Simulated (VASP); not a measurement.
# N in VASP: further runs

Runs on N. Level: r2SCAN. Tasks: single point, relaxation of the atoms.

Program: VASP 6.6.1. These are calculated values, not measurements. Logs are shortened: lines on timing, memory, paths and dates and some standing lists are left out, and cuts for length are marked.

## Step 1: The cell of the first run

The cell holds a disordered packing, 12 atoms: a = 7.034 Å, b = 7.034 Å, c = 7.034 Å, α = 90.00°, β = 90.00°, γ = 90.00°.

## Step 2: Single point, r2SCAN

POSCAR reads:

```
N
1.0
    7.0338500000      0.0000000000      0.0000000000
    0.0000000000      7.0338500000      0.0000000000
    0.0000000000      0.0000000000      7.0338500000
N
12
Direct
    0.0560850032      0.6060295639      0.2765454614
    0.1294298543      0.6567992013      0.1491590027
    0.7695795615      0.1996605862      0.3669896674
    0.7706023755      0.1657281139      0.5187231763
    0.1319214050      0.3012335926      0.8493667302
    0.2018461856      0.3449543833      0.7177307637
    0.5990786167      0.6327216008      0.1556777190
    0.5842976575      0.5192338712      0.0503081428
    0.3525808741      0.8791485015      0.6474521906
    0.3320701931      0.9276062763      0.5010943859
    0.8776200350      0.7349254418      0.7143111190
    0.7650674386      0.6574695672      0.6399827410
```

INCAR.step1 reads:

```
ALGO = Normal
EDIFF = 1E-4
ENCUT = 520
GGA = PE
ISMEAR = -1
LASPH = T
LCHARG = F
LREAL = F
LWAVE = T
NBANDS = 42
NELM = 80
PREC = Accurate
SIGMA = 0.02
```

INCAR.step2 reads:

```
ALGO = Normal
EDIFF = 1E-7
ENCUT = 520
ISIF = 2
ISMEAR = -1
ISTART = 1
LASPH = T
LCHARG = F
LMIXTAU = T
LREAL = F
LWAVE = F
METAGGA = R2SCAN
NBANDS = 42
NELM = 80
PREC = Accurate
SIGMA = 0.02
```

KPOINTS reads:

```
k-points
0
Gamma
  1 1 1
```

Potentials or basis: VASP PAW PBE potentials, release 64 (N).

Started as:

```bash
> cat potpaw_PBE.64/N/POTCAR > POTCAR
> cp INCAR.step1 INCAR
> mpirun -np 1 vasp_gam > vasp.out
> cp INCAR.step2 INCAR
> mpirun -np 1 vasp_gam > vasp.out
```

OUTCAR:

```text
EDIFF = 1E-7
   ENCUT = 520
   ISIF = 2
   ISMEAR = -1
   ISTART = 1
   LASPH = T
   LREAL = F
   METAGGA = R2SCAN
   NELM = 80
   PREC = Accurate

 ion  position               nearest neighbor table
   1  0.056  0.606  0.277-   2 1.09
   2  0.129  0.657  0.149-   1 1.09
   3  0.770  0.200  0.367-   4 1.09
   4  0.771  0.166  0.519-   3 1.09
   5  0.132  0.301  0.849-   6 1.09
   6  0.202  0.345  0.718-   5 1.09
   7  0.599  0.633  0.156-   8 1.09
   8  0.584  0.519  0.050-   7 1.09
   9  0.353  0.879  0.647-  10 1.09
  10  0.332  0.928  0.501-   9 1.09
  11  0.878  0.735  0.714-  12 1.09
  12  0.765  0.657  0.640-  11 1.09

  LATTYP: Found a simple cubic cell.
 ALAT       =     7.0338500000

  Lattice vectors:

 A1 = (   7.0338500000,   0.0000000000,   0.0000000000)
 A2 = (   0.0000000000,   7.0338500000,   0.0000000000)
 A3 = (   0.0000000000,   0.0000000000,   7.0338500000)

Analysis of symmetry for initial positions (statically):
=====================================================================
 Subroutine PRICEL returns:
 Original cell was already a primitive cell.

 Routine SETGRP: Setting up the symmetry group for a
 simple cubic supercell.

 Subroutine GETGRP returns: Found  1 space group operations
 (whereof  1 operations were pure point group operations)
 out of a pool of 48 trial point group operations.

The static configuration has the point symmetry C_1 .

Analysis of symmetry for dynamics (positions and initial velocities):
=====================================================================
 Subroutine PRICEL returns:
 Original cell was already a primitive cell.

 Routine SETGRP: Setting up the symmetry group for a
 simple cubic supercell.

 Subroutine GETGRP returns: Found  1 space group operations
 (whereof  1 operations were pure point group operations)
 out of a pool of 48 trial point group operations.

The dynamic configuration has the point symmetry C_1 .

 Subroutine INISYM returns: Found  1 space group operations
 (whereof  1 operations are pure point group operations),
 and found     1 'primitive' translations

----------------------------------------------------------------------------------------

                                     Primitive cell

  volume of cell :     348.0001

  direct lattice vectors                    reciprocal lattice vectors
     7.033850000  0.000000000  0.000000000     0.142169651  0.000000000  0.000000000
     0.000000000  7.033850000  0.000000000     0.000000000  0.142169651  0.000000000
     0.000000000  0.000000000  7.033850000     0.000000000  0.000000000  0.142169651

  length of vectors
     7.033850000  7.033850000  7.033850000     0.142169651  0.142169651  0.142169651

  position of ions in fractional coordinates (direct lattice)
     0.056085003  0.606029564  0.276545461
     0.129429854  0.656799201  0.149159003
     0.769579562  0.199660586  0.366989667
     0.770602375  0.165728114  0.518723176
     0.131921405  0.301233593  0.849366730
     0.201846186  0.344954383  0.717730764
     0.599078617  0.632721601  0.155677719
     0.584297658  0.519233871  0.050308143
     0.352580874  0.879148501  0.647452191
     0.332070193  0.927606276  0.501094386
     0.877620035  0.734925442  0.714311119
     0.765067439  0.657469567  0.639982741

  ion indices of the primitive-cell ions
   primitive index   ion index
                 1           1
                 2           2
                 3           3
                 4           4
                 5           5
                 6           6
                 7           7
                 8           8
                 9           9
                10          10
                11          11
                12          12

----------------------------------------------------------------------------------------

 KPOINTS: k-points

Automatic generation of k-mesh.
 Grid dimensions read from file:
 generate k-points for:    1    1    1

 Generating k-lattice:

  Cartesian coordinates                     Fractional coordinates (reciprocal lattice)
     0.142169651  0.000000000  0.000000000     1.000000000  0.000000000  0.000000000
     0.000000000  0.142169651  0.000000000     0.000000000  1.000000000  0.000000000
     0.000000000  0.000000000  0.142169651     0.000000000  0.000000000  1.000000000

  Length of vectors
     0.142169651  0.142169651  0.142169651

  Shift w.r.t. Gamma in fractional coordinates (k-lattice)
     0.000000000  0.000000000  0.000000000

 Subroutine IBZKPT returns following result:
 ===========================================

 Found      1 irreducible k-points:

 Following reciprocal coordinates:
            Coordinates               Weight
  0.000000  0.000000  0.000000      1.000000
   k-points           NKPTS =      1   k-points in BZ     NKDIM =      1   number of bands    NBANDS=     42
   number of dos      NEDOS =    301   number of ions     NIONS =     12
   total plane-waves  NPLWV = 157464
   dimension x,y,z NGX =    54 NGY =   54 NGZ =   54
   dimension x,y,z NGXF=   108 NGYF=  108 NGZF=  108
   ions per type =              12
   NGX,Y,Z   is equivalent  to a cutoff of  12.76, 12.76, 12.76 a.u.
   NGXF,Y,Z  is equivalent  to a cutoff of  25.53, 25.53, 25.53 a.u.
 SYSTEM =  unknown system
   PREC   = accura    normal or accurate (medium, high low for compatibility)
   ISTART =      1    job   : 0-new  1-cont  2-samecut
   ICHARG =      0    charge: 1-file 2-atom 10-const
   ISPIN  =      1    spin polarized calculation?
   LNONCOLLINEAR =      F non collinear calculations
   LSORBIT =      F    spin-orbit coupling
   LASPH  =      T    aspherical Exc in radial PAW
   ENCUT  =  520.0 eV  38.22 Ry    6.18 a.u.  13.08 13.08 13.08*2*pi/ulx,y,z
   NELM   =     80;   NELMIN=  2; NELMDL=  0     # of ELM steps
   EDIFF  = 0.1E-06   stopping-criterion for ELM
   LREAL  =      F    real-space projection
   EDIFFG = 0.1E-05   stopping-criterion for IOM
   NSW    =      0    number of steps for IOM
   IBRION =     -1    ionic relax: 0-MD 1-quasi-New 2-CG
   NFREE  =      0    steps in history (QN), initial steepest desc. (CG)
   ISIF   =      2    stress and relaxation
   ISYM   =      2    0-nonsym 1-usesym 2-fastsym
   POTIM  = 0.5000    time-step for ionic-motion
   TEBEG  =    0.0;   TEEND  =   0.0 temperature during run
   PSTRESS=    0.0 pullay stress
   NELECT =      60.0000    total number of electrons
   NUPDOWN=      -1.0000    fix difference up-down
   EMIN   =  10.00;   EMAX   =-10.00  energy-range for DOS
   EFERMI =   0.00;   METHOD = LEGACY
   ISMEAR =    -1;   SIGMA  =   0.02  broadening in eV -4-tet -1-fermi 0-gaus
   EFERMI_NEDOS =   21; number of points for ismear=-14 and -15
   IALGO  =     38    algorithm
   IMIX   =      4    mixing-type and parameters
     AMIX     =   0.40;   BMIX     =  1.00
     AMIX_MAG =   1.60;   BMIX_MAG =  1.00
  volume/ion in A,a.u.               =      29.00       195.70
  Fermi-wavevector in a.u.,A,eV,Ry     =   0.911169  1.721859 11.295944  0.830228
  Thomas-Fermi vector in A             =   2.035417
   LORBIT       =      0    0 simple, 1 ext, 2 COOP (PROOUT), +10 PAW based schemes
   METAGGA = R2SCAN    functional components
   LHFCALC =     F    Hartree Fock is set to
   AEXX    =    0.0000 exact exchange contribution
   IVDW    =     0    specifies the selected vdW correction
   LEPSILON=     F    determine dielectric tensor
   LRPA    =     F    only Hartree local field effects (RPA)
 non-spin polarized calculation
  energy-cutoff  :      520.00
  volume of cell :      348.00
 maximum number of plane-waves:      4718
 NGX is ok and might be reduce to    54
   NGX = 27   NGY = 27   NGZ = 27

 number of electron      59.9999996 magnetization

 Free energy of the ion-electron system (eV)
  ---------------------------------------------------
  ext. energy  EPLUGINS =         0.00000000
  ---------------------------------------------------
  free energy    TOTEN  =      -109.29411686 eV

  energy without entropy =     -109.29411686  energy(sigma->0) =     -109.29411686

 E-fermi :  -7.3040     XC(G=0):  -5.3489

 val. band max:       -7.8855549218   @ k =   0.0000   0.0000   0.0000
 cond. band min:       0.6472547390   @ k =   0.0000   0.0000   0.0000
 fundamental gap:      8.5328096608
 Fermi energy:        -7.3039908571

 k-point     1 :       0.0000    0.0000    0.0000
  band No.  band energies     occupation
      1     -27.3132      2.00000
      2     -27.2857      2.00000
      3     -27.2732      2.00000
      4     -27.2672      2.00000
      5     -27.2584      2.00000
      6     -27.2204      2.00000
[... 34 lines left out ...]
     41       1.1920      0.00000
     42       1.3509      0.00000

------------------------ aborting loop because EDIFF is reached ----------------------------------------

  FORCE on cell =-STRESS in cart. coord.  units (eV):
  Direction    XX          YY          ZZ          XY          YZ          ZX
  --------------------------------------------------------------------------------------
  -------------------------------------------------------------------------------------
  Total        2.1359089      2.1523053      9.1239339      1.5487448     -0.7355026     -0.6717107
  in kB        9.8336330      9.9091215     42.0062007      7.1303545     -3.3862223     -3.0925272
  external PRESSURE =      20.5829850 kB  Pullay stress =       0.0000000 kB

 VOLUME and BASIS-vectors are now :
 -----------------------------------------------------------------------------
  energy-cutoff  :      520.00
  volume of cell :      348.00
      direct lattice vectors                 reciprocal lattice vectors
     7.033850000  0.000000000  0.000000000     0.142169651  0.000000000  0.000000000
     0.000000000  7.033850000  0.000000000     0.000000000  0.142169651  0.000000000
     0.000000000  0.000000000  7.033850000     0.000000000  0.000000000  0.142169651

 POSITION                                       TOTAL-FORCE (eV/Angst)
 -----------------------------------------------------------------------------------
      0.39449      4.26272      1.94518        -1.013487     -0.720665      1.771706
      0.91039      4.61983      1.04916         1.006005      0.724315     -1.775208
      5.41311      1.40438      2.58135        -0.006761      0.474990     -2.180663
      5.42030      1.16571      3.64862         0.012202     -0.479739      2.175282
      0.92792      2.11883      5.97432        -1.082833     -0.680736      2.047405
      1.41976      2.42636      5.04841         1.093706      0.693604     -2.049497
      4.21383      4.45047      1.09501         0.206338      1.538882      1.410539
      4.10986      3.65221      0.35386        -0.214328     -1.543677     -1.418287
      2.48000      6.18380      4.55408         0.296072     -0.689282      2.057711
      2.33573      6.52464      3.52462        -0.296780      0.684672     -2.041978
      6.17305      5.16936      5.02436         1.571272      1.085936      1.039423
      5.38137      4.62454      4.50154        -1.571407     -1.088301     -1.036434
 -----------------------------------------------------------------------------------
    total drift:                               -0.000296      0.000804     -0.001605

  FREE ENERGIE OF THE ION-ELECTRON SYSTEM (eV)
  ---------------------------------------------------
  free  energy   TOTEN  =      -109.2941168607 eV

  energy  without entropy=     -109.2941168607  energy(sigma->0) =     -109.29411686
```

Run time: 97 s. Hardware: 1 thread of AMD EPYC 7R13 (Zen 3), shared host; peak memory 0.36 GiB.

Results:

| Item | Value |
| --- | --- |
| Free energy | -109.2941 eV |
| Pressure | 2.1 GPa |
| Largest force | 2.424 eV/Å |

Forces in eV/Å, atoms in the order of the input:
```
N   -1.013 -0.721  1.772
N    1.006  0.724 -1.775
N   -0.007  0.475 -2.181
N    0.012 -0.480  2.175
N   -1.083 -0.681  2.047
N    1.094  0.694 -2.049
N    0.206  1.539  1.411
N   -0.214 -1.544 -1.418
N    0.296 -0.689  2.058
N   -0.297  0.685 -2.042
N    1.571  1.086  1.039
N   -1.571 -1.088 -1.036
```

Caveat: the k points lie up to 0.89 Å⁻¹ apart; the standard files for N, O and F lose accuracy on very short bonds; the PAW data sets were made with another functional, which shifts forces and pressure a little.

## Step 3: Relaxation of the atoms, r2SCAN

POSCAR reads:

```
N
1.0
    7.0338500000      0.0000000000      0.0000000000
    0.0000000000      7.0338500000      0.0000000000
    0.0000000000      0.0000000000      7.0338500000
N
12
Direct
    0.0401719000      0.6404090000      0.2848417000
    0.1726895000      0.6535886000      0.1949894000
    0.7403900000      0.2124252000      0.4319671000
    0.7592921000      0.0927426000      0.5374510000
    0.1082714000      0.2562974000      0.8413887000
    0.1574666000      0.3433216000      0.7156323000
    0.6539208000      0.6108309000      0.2062795000
    0.6351499000      0.5942787000      0.0475920000
    0.3665319000      0.8797273000      0.5930983000
    0.3782561000      0.8687780000      0.4332524000
    0.8583353000      0.7464719000      0.6583416000
    0.6997037000      0.7266395000      0.6425071000
```

INCAR.step1 reads:

```
  ALGO = Normal
  EDIFF = 1E-4
  ENCUT = 520
  GGA = PE
  ISMEAR = -1
  LASPH = True
  LCHARG = False
  LREAL = False
  LWAVE = True
  NELM = 60
  PREC = Accurate
  SIGMA = 0.02
```

INCAR.step2 reads:

```
  ALGO = Normal
  EDIFF = 1E-7
  EDIFFG = -0.3
  ENCUT = 520
  IBRION = 2
  ISIF = 2
  ISMEAR = -1
  ISTART = 1
  LASPH = True
  LCHARG = False
  LMIXTAU = True
  LREAL = False
  LWAVE = False
  METAGGA = R2SCAN
  NELM = 60
  NSW = 35
  PREC = Accurate
  SIGMA = 0.02
```

KPOINTS is that of step 2.

Potentials or basis: VASP PAW PBE potentials, release 64 (N).

Started as:

```bash
> cat potpaw_PBE.64/N/POTCAR > POTCAR
> cp INCAR.step1 INCAR
> mpirun -np 1 vasp_gam > vasp.out
> cp INCAR.step2 INCAR
> mpirun -np 1 vasp_gam > vasp.out
```

Wall time 35 min (1 thread of AMD EPYC 7R13 (Zen 3), shared host); peak memory 0.4 GiB.

Results (log left out):

```
Free energy                  : -109.2288 eV
Pressure after relaxing      : 0.3 GPa
Largest force after relaxing : 0.205 eV/Å
```

Forces in eV/Å, atoms in the order of the input:
```
N   -0.022 -0.041  0.026
N    0.055 -0.038 -0.128
N   -0.004  0.068 -0.194
N    0.015 -0.076  0.176
N    0.006  0.028  0.040
N    0.033 -0.015 -0.013
N   -0.058  0.067  0.065
N   -0.056 -0.098  0.022
N   -0.026  0.000  0.169
N    0.031  0.080 -0.093
N    0.090  0.057  0.075
N   -0.065 -0.031 -0.147
```

Stress tensor (GPa, compression positive):
```
 0.32  0.03 -0.03
 0.03  0.05 -0.01
-0.03 -0.01  0.50
```

Final structure:
```cif
data_structure
_symmetry_space_group_name_H-M 'P 1'
_symmetry_Int_Tables_number 1
_cell_length_a 7.0339
_cell_length_b 7.0339
_cell_length_c 7.0339
_cell_angle_alpha 90.000
_cell_angle_beta 90.000
_cell_angle_gamma 90.000
_cell_volume 348.00
loop_
_atom_site_label
_atom_site_type_symbol
_atom_site_fract_x
_atom_site_fract_y
_atom_site_fract_z
_atom_site_occupancy
N1 N 0.05291 0.63413 0.28367 1
N2 N 0.16193 0.63456 0.17036 1
N3 N 0.73870 0.23124 0.40799 1
N4 N 0.76171 0.14696 0.53864 1
N5 N 0.10895 0.26057 0.84209 1
N6 N 0.15917 0.34067 0.71631 1
N7 N 0.63328 0.61316 0.20397 1
N8 N 0.63231 0.58512 0.04928 1
N9 N 0.32549 0.89697 0.59260 1
N10 N 0.37886 0.90095 0.44474 1
N11 N 0.88153 0.71800 0.67826 1
N12 N 0.73534 0.66318 0.65942 1
```

Levels at points of the mesh, in eV from the Fermi level:
```csv
k point,band 28,band 29,band 30,band 31,band 32,band 33
"(0.00, 0.00, 0.00)",-0.79,-0.68,-0.49,7.57,7.61,7.69
```

Caveat: the k points lie up to 0.89 Å⁻¹ apart; the standard files for N, O and F lose accuracy on very short bonds; the PAW data sets were made with another functional, which shifts forces and pressure a little; the relaxation stopped at a loose force limit of 0.3 eV/Å, so its end isn't a converged minimum.
